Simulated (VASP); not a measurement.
Te:

```
CELL_PARAMETERS angstrom
3.89522 -2.19033 0.00000
3.89522 2.19033 0.00000
-0.09614 0.00000 6.09330
ATOMIC_POSITIONS crystal
Te 0.00000 0.00000 0.00000
Te 0.30945 0.30945 0.33881
Te 0.69055 0.69055 0.66119
```

Base run:

| Item | Value |
| --- | --- |
| Program | VASP 6.6.1 |
| Functional | r2SCAN |
| Potentials or basis | VASP PAW PBE potentials, release 64 (Te) |
| Cutoff | 520 eV |
| k mesh | 7 × 7 × 5 |
| Occupations | fermi-dirac, width 0.05 eV |
| Spin | no spin polarisation |

Its results: band gap on the k mesh 0.07 eV, indirect (least direct gap 0.21 eV); pressure -2.6 GPa; largest force 0.149 eV/Å.

Q: The run is repeated on the same cell with these changes: functional from r2SCAN to LDA; potentials or basis from VASP PAW PBE potentials, release 64 (Te) to VASP PAW LDA potentials, release 64 (Te). What comes out?

A: Band gap on the k mesh 0.08 eV, indirect (least direct gap 0.20 eV); pressure -5.1 GPa; largest force 0.068 eV/Å.

Caveats: spin-orbit coupling is left out, which moves the levels of the heavy elements; the PAW data sets were made with another functional, which shifts forces and pressure a little (some runs).

A k mesh can miss the band edges.
